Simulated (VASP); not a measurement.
# HfTa4F (F-43m) in VASP: relaxation of cell and atoms with PBE

Aim: the relaxation of cell and atoms of HfTa4F with PBE.

Everything below comes from runs of VASP 6.6.1. Logs are shortened: lines on timing, memory, paths and dates and some standing lists are left out, and cuts for length are marked.

## Step 1: The cell of the first run

Symmetry: F-43m, No. 216, cubic system. Conventional cell: a = 7.851 Å, b = 7.851 Å, c = 7.851 Å, α = 90.00°, β = 90.00°, γ = 90.00°. Within 4.3 Å of Hf (site symmetry -43m) lie 12 Ta at 3.25 Å and 4 F at 3.40 Å. Within 3.6 Å of Ta (site symmetry 3m) lie 6 Ta at 2.71 to 2.84 Å and 3 Hf at 3.25 Å and 3 F at 3.26 Å. Within 4.3 Å of F (site symmetry -43m) lie 12 Ta at 3.26 Å and 4 Hf at 3.40 Å.

The cell was generated, and may not be a known phase.

## Step 2: Relaxation of cell and atoms, PBE

File INCAR:

```
SYSTEM = HfTa4F
PREC     = Accurate       ! precision mode
ENCUT    = 600            ! plane-wave cutoff, eV
EDIFF    = 1E-7           ! SCF threshold, eV
ISMEAR   = 0              ! smearing method
SIGMA    = 0.1            ! smearing width, eV
LREAL    = .FALSE.        ! projectors in reciprocal space
LASPH    = .TRUE.         ! aspherical terms in the spheres
NELM     = 100            ! most SCF steps
ALGO     = Normal         ! electronic algorithm
ISIF     = 3              ! what is computed and relaxed
LWAVE    = .FALSE.        ! write WAVECAR
LCHARG   = .FALSE.        ! write CHGCAR
GGA      = PE             ! functional
IBRION   = 2              ! ionic algorithm
NSW      = 100            ! ionic steps
EDIFFG   = -0.01          ! ionic threshold
```

File KPOINTS:

```
Automatic mesh
0
G
  8 8 8
  0 0 0
```

File POSCAR:

```
HfTa4F
1.0
    0.0000000000      3.9255127855      3.9255127855
    3.9255127855      0.0000000000      3.9255127855
    3.9255127855      3.9255127855      0.0000000000
Hf Ta F
1 4 1
Direct
    0.2500000000      0.2500000000      0.2500000000
    0.6221075817      0.6221075817      0.1336772549
    0.6221075817      0.1336772549      0.6221075817
    0.1336772549      0.6221075817      0.6221075817
    0.6221075817      0.6221075817      0.6221075817
    0.0000000000      0.0000000000      0.0000000000
```

Potentials or basis: VASP PAW PBE potentials, release 64 (Hf_pv, Ta_pv, F).

Started as:

```
cat potpaw_PBE.64/Hf_pv/POTCAR potpaw_PBE.64/Ta_pv/POTCAR potpaw_PBE.64/F/POTCAR > POTCAR
mpirun -np 1 vasp_std > vasp.out
```

OUTCAR:

```text
SYSTEM = HfTa4F
   PREC = Accurate
   ENCUT = 600
   EDIFF = 1E-7
   ISMEAR = 0
   LREAL = .FALSE.
   LASPH = .TRUE.
   NELM = 100
   ISIF = 3
   GGA = PE
   IBRION = 2
   NSW = 100
   EDIFFG = -0.01

 ion  position               nearest neighbor table
   1  0.250  0.250  0.250-   2 3.25   3 3.25   4 3.25   3 3.25   4 3.25   5 3.25   2 3.25   4 3.25
                             5 3.25   2 3.25   3 3.25   5 3.25
   2  0.622  0.622  0.134-   3 2.71   4 2.71   5 2.71   3 2.84   4 2.84   5 2.84   1 3.25   1 3.25
                             1 3.25
   3  0.622  0.134  0.622-   2 2.71   4 2.71   5 2.71   4 2.84   2 2.84   5 2.84   1 3.25   1 3.25
                             1 3.25
   4  0.134  0.622  0.622-   2 2.71   3 2.71   5 2.71   3 2.84   2 2.84   5 2.84   1 3.25   1 3.25
                             1 3.25
   5  0.622  0.622  0.622-   2 2.71   3 2.71   4 2.71   4 2.84   3 2.84   2 2.84   1 3.25   1 3.25
                             1 3.25
   6  0.000  0.000  0.000-

  LATTYP: Found a face centered cubic cell.
 ALAT       =     7.8510255710

  Lattice vectors:

 A1 = (   0.0000000000,   3.9255127855,   3.9255127855)
 A2 = (   3.9255127855,   0.0000000000,   3.9255127855)
 A3 = (   3.9255127855,   3.9255127855,   0.0000000000)

Analysis of symmetry for initial positions (statically):
=====================================================================
 Subroutine PRICEL returns:
 Original cell was already a primitive cell.

 Routine SETGRP: Setting up the symmetry group for a
 face centered cubic supercell.

 Subroutine GETGRP returns: Found 24 space group operations
 (whereof 24 operations were pure point group operations)
 out of a pool of 48 trial point group operations.

The static configuration has the point symmetry T_d .

Analysis of symmetry for dynamics (positions and initial velocities):
=====================================================================
 Subroutine PRICEL returns:
 Original cell was already a primitive cell.

 Routine SETGRP: Setting up the symmetry group for a
 face centered cubic supercell.

 Subroutine GETGRP returns: Found 24 space group operations
 (whereof 24 operations were pure point group operations)
 out of a pool of 48 trial point group operations.

The dynamic configuration has the point symmetry T_d .

 Subroutine INISYM returns: Found 24 space group operations
 (whereof 24 operations are pure point group operations),
 and found     1 'primitive' translations

----------------------------------------------------------------------------------------

                                     Primitive cell

  volume of cell :     120.9816

  direct lattice vectors                    reciprocal lattice vectors
     0.000000000  3.925512786  3.925512786    -0.127371894  0.127371894  0.127371894
     3.925512786  0.000000000  3.925512786     0.127371894 -0.127371894  0.127371894
     3.925512786  3.925512786  0.000000000     0.127371894  0.127371894 -0.127371894

  length of vectors
     5.551513421  5.551513421  5.551513421     0.220614593  0.220614593  0.220614593

  position of ions in fractional coordinates (direct lattice)
     0.250000000  0.250000000  0.250000000
     0.622107582  0.622107582  0.133677255
     0.622107582  0.133677255  0.622107582
     0.133677255  0.622107582  0.622107582
     0.622107582  0.622107582  0.622107582
     0.000000000  0.000000000  0.000000000

  ion indices of the primitive-cell ions
   primitive index   ion index
                 1           1
                 2           2
                 3           3
                 4           4
                 5           5
                 6           6

----------------------------------------------------------------------------------------

 KPOINTS: Automatic mesh

Automatic generation of k-mesh.
 Grid dimensions read from file:
 generate k-points for:    8    8    8

 Generating k-lattice:

  Cartesian coordinates                     Fractional coordinates (reciprocal lattice)
    -0.015921487  0.015921487  0.015921487     0.125000000  0.000000000  0.000000000
     0.015921487 -0.015921487  0.015921487     0.000000000  0.125000000  0.000000000
     0.015921487  0.015921487 -0.015921487     0.000000000  0.000000000  0.125000000

  Length of vectors
     0.027576824  0.027576824  0.027576824

  Shift w.r.t. Gamma in fractional coordinates (k-lattice)
     0.000000000  0.000000000  0.000000000

 Subroutine IBZKPT returns following result:
 ===========================================

 Found     29 irreducible k-points:

 Following reciprocal coordinates:
            Coordinates               Weight
  0.000000  0.000000  0.000000      1.000000
  0.125000  0.000000  0.000000      8.000000
  0.250000  0.000000  0.000000      8.000000
  0.375000  0.000000  0.000000      8.000000
  0.500000  0.000000  0.000000      4.000000
  0.125000  0.125000  0.000000      6.000000
[... 16 lines left out ...]
  0.500000  0.250000  0.125000     48.000000
 -0.375000  0.250000  0.125000     24.000000
 [... further k-points ...]
   k-points           NKPTS =     29   k-points in BZ     NKDIM =     29   number of bands    NBANDS=     36
   number of dos      NEDOS =    301   number of ions     NIONS =      6
   total plane-waves  NPLWV = 110592
   dimension x,y,z NGX =    48 NGY =   48 NGZ =   48
   dimension x,y,z NGXF=    96 NGYF=   96 NGZF=   96
   ions per type =               1   4   1
   NGX,Y,Z   is equivalent  to a cutoff of  14.37, 14.37, 14.37 a.u.
   NGXF,Y,Z  is equivalent  to a cutoff of  28.75, 28.75, 28.75 a.u.
 SYSTEM =  HfTa4F
   PREC   = accura    normal or accurate (medium, high low for compatibility)
   ISTART =      0    job   : 0-new  1-cont  2-samecut
   ICHARG =      2    charge: 1-file 2-atom 10-const
   ISPIN  =      1    spin polarized calculation?
   LNONCOLLINEAR =      F non collinear calculations
   LSORBIT =      F    spin-orbit coupling
   LASPH  =      T    aspherical Exc in radial PAW
   ENCUT  =  600.0 eV  44.10 Ry    6.64 a.u.  11.09 11.09 11.09*2*pi/ulx,y,z
   NELM   =    100;   NELMIN=  2; NELMDL= -5     # of ELM steps
   EDIFF  = 0.1E-06   stopping-criterion for ELM
   LREAL  =      F    real-space projection
   EDIFFG = -.1E-01   stopping-criterion for IOM
   NSW    =    100    number of steps for IOM
   IBRION =      2    ionic relax: 0-MD 1-quasi-New 2-CG
   NFREE  =      1    steps in history (QN), initial steepest desc. (CG)
   ISIF   =      3    stress and relaxation
   ISYM   =      2    0-nonsym 1-usesym 2-fastsym
   POTIM  = 0.5000    time-step for ionic-motion
   TEBEG  =    0.0;   TEEND  =   0.0 temperature during run
   PSTRESS=    0.0 pullay stress
   NELECT =      61.0000    total number of electrons
   NUPDOWN=      -1.0000    fix difference up-down
   EMIN   =  10.00;   EMAX   =-10.00  energy-range for DOS
   EFERMI =   0.00;   METHOD = LEGACY
   ISMEAR =     0;   SIGMA  =   0.10  broadening in eV -4-tet -1-fermi 0-gaus
   EFERMI_NEDOS =   21; number of points for ismear=-14 and -15
   IALGO  =     38    algorithm
   IMIX   =      4    mixing-type and parameters
     AMIX     =   0.40;   BMIX     =  1.00
     AMIX_MAG =   1.60;   BMIX_MAG =  1.00
  volume/ion in A,a.u.               =      20.16       136.07
  Fermi-wavevector in a.u.,A,eV,Ry     =   1.303002  2.462317 23.100161  1.697814
  Thomas-Fermi vector in A             =   2.434033
   LORBIT       =      0    0 simple, 1 ext, 2 COOP (PROOUT), +10 PAW based schemes
   GGA     = PE    functional components
   LHFCALC =     F    Hartree Fock is set to
   AEXX    =    0.0000 exact exchange contribution
   IVDW    =     0    specifies the selected vdW correction
   LEPSILON=     F    determine dielectric tensor
   LRPA    =     F    only Hartree local field effects (RPA)
 conjugate gradient relaxation of ions
 non-spin polarized calculation
 Gauss-broadening in eV      SIGMA  =   0.10
  energy-cutoff  :      600.00
  volume of cell :      120.98
 maximum number of plane-waves:      4056
 NGX is ok and might be reduce to    48
   NGX = 23   NGY = 23   NGZ = 23

--------------------------------------- Ionic step        1  -------------------------------------------

 number of electron      61.0000005 magnetization

 Free energy of the ion-electron system (eV)
  ---------------------------------------------------
  ext. energy  EPLUGINS =         0.00000000
  ---------------------------------------------------
  free energy    TOTEN  =       -56.15840161 eV

  energy without entropy =      -56.14195469  energy(sigma->0) =      -56.15017815

------------------------ aborting loop because EDIFF is reached ----------------------------------------

  FORCE on cell =-STRESS in cart. coord.  units (eV):
  Direction    XX          YY          ZZ          XY          YZ          ZX
  --------------------------------------------------------------------------------------
  -------------------------------------------------------------------------------------
  Total       -0.4747316     -0.4747316     -0.4747316      0.0000000     -0.0000000      0.0000000
  in kB       -6.2869434     -6.2869434     -6.2869434      0.0000000     -0.0000000      0.0000000
  external PRESSURE =      -6.2869434 kB  Pullay stress =       0.0000000 kB
[... 145 lines left out ...]
  energy  without entropy=      -56.1440874838  energy(sigma->0) =      -56.15237027

--------------------------------------- Ionic step        5  -------------------------------------------

 number of electron      61.0000005 magnetization

 Free energy of the ion-electron system (eV)
  ---------------------------------------------------
  ext. energy  EPLUGINS =         0.00000000
  ---------------------------------------------------
  free energy    TOTEN  =       -56.16066647 eV

  energy without entropy =      -56.14409376  energy(sigma->0) =      -56.15238012

 E-fermi :   4.0468     XC(G=0): -11.2333

 val. band max:        4.0391837389   @ k =   0.3750   0.2500   0.1250
 cond. band min:       4.0639806299   @ k =   0.5000   0.3750   0.1250
 fundamental gap:      0.0247968910
 Fermi energy:         4.0468170887

 k-point     1 :       0.0000    0.0000    0.0000
  band No.  band energies     occupation
      1     -31.0322      2.00000
      2     -30.4322      2.00000
      3     -30.4322      2.00000
      4     -30.4322      2.00000
      5     -30.2412      2.00000
      6     -30.2412      2.00000
[... 925 lines left out ...]
     35       4.9187      0.00000
     36       5.8323      0.00000

 [... further k-points ...]

------------------------ aborting loop because EDIFF is reached ----------------------------------------

  FORCE on cell =-STRESS in cart. coord.  units (eV):
  Direction    XX          YY          ZZ          XY          YZ          ZX
  --------------------------------------------------------------------------------------
  -------------------------------------------------------------------------------------
  Total        0.0035286      0.0035286      0.0035286      0.0000000      0.0000000     -0.0000000
  in kB        0.0469297      0.0469297      0.0469297      0.0000000      0.0000000     -0.0000000
  external PRESSURE =       0.0469297 kB  Pullay stress =       0.0000000 kB
[... 21 lines left out ...]
  FREE ENERGIE OF THE ION-ELECTRON SYSTEM (eV)
  ---------------------------------------------------
  free  energy   TOTEN  =       -56.1606664695 eV

  energy  without entropy=      -56.1440937613  energy(sigma->0) =      -56.15238012

 reached required accuracy - stopping structural energy minimisation
```

Run time: 6.1 min. Hardware: 1 thread of Intel Xeon 6975P-C (Granite Rapids), shared host; peak memory 0.43 GiB.

Results:

```
Free energy                           : -56.1607 eV
Relaxed volume                        : 20.08 Å³/atom
Relaxed cell                          : a = 5.544 Å, b = 5.544 Å, c = 5.544 Å, α = 60.00°, β = 60.00°, γ = 60.00°
Space group after relaxing (to 0.1 Å) : F-43m (No. 216)
Energy gained by relaxing             : 0.4 meV/atom
Ionic steps                           : 5
Pressure after relaxing               : 0.0 GPa
Band gap on the k mesh                : zero (an odd number of electrons rules out a gap without spin polarisation)
```

The path:
| step | energy change (eV) | largest force (eV/Å) | pressure (GPa) | volume (Å³) |
| --- | --- | --- | --- | --- |
| 1 | 0.0000 | 0.1489 | -0.63 | 120.98 |
| 2 | 0.0012 | 0.1323 | 1.02 | 119.60 |
| 3 | -0.0022 | 0.0273 | 0.09 | 120.36 |
| 4 | -0.0023 | 0.0116 | -0.03 | 120.51 |
| 5 | -0.0023 | 0.0004 | 0.00 | 120.47 |

Final structure:
```yaml
crystal:
  lattice:
    - [0.00000, 3.91994, 3.91994]
    - [3.91994, 0.00000, 3.91994]
    - [3.91994, 3.91994, 0.00000]
  atoms:
    - { symbol: Hf, position: [0.25000, 0.25000, 0.25000] }
    - { symbol: Ta, position: [0.62180, 0.62180, 0.13460] }
    - { symbol: Ta, position: [0.62180, 0.13460, 0.62180] }
    - { symbol: Ta, position: [0.13460, 0.62180, 0.62180] }
    - { symbol: Ta, position: [0.62180, 0.62180, 0.62180] }
    - { symbol: F, position: [0.00000, 0.00000, 0.00000] }
```

Levels at points of the mesh, in eV from the Fermi level:
| k point | band 29 | band 30 | band 31 | band 32 | band 33 | band 34 |
| --- | --- | --- | --- | --- | --- | --- |
| (0.00, 0.00, 0.00) | -1.38 | 0.73 | 0.73 | 1.01 | 1.01 | 1.01 |
| (0.50, 0.00, 0.00) | -0.48 | -0.48 | -0.25 | 0.25 | 0.25 | 0.69 |
| (0.50, 0.50, 0.00) | -0.48 | -0.42 | -0.28 | -0.28 | 0.42 | 0.42 |

Caveat: spin-orbit coupling is left out, which moves the levels of the heavy elements; an odd number of electrons without spin polarisation forces a metal; a magnetic or distorted state may lie lower.

The gap in the log of VASP goes by the Fermi energy; the results here count the filled bands.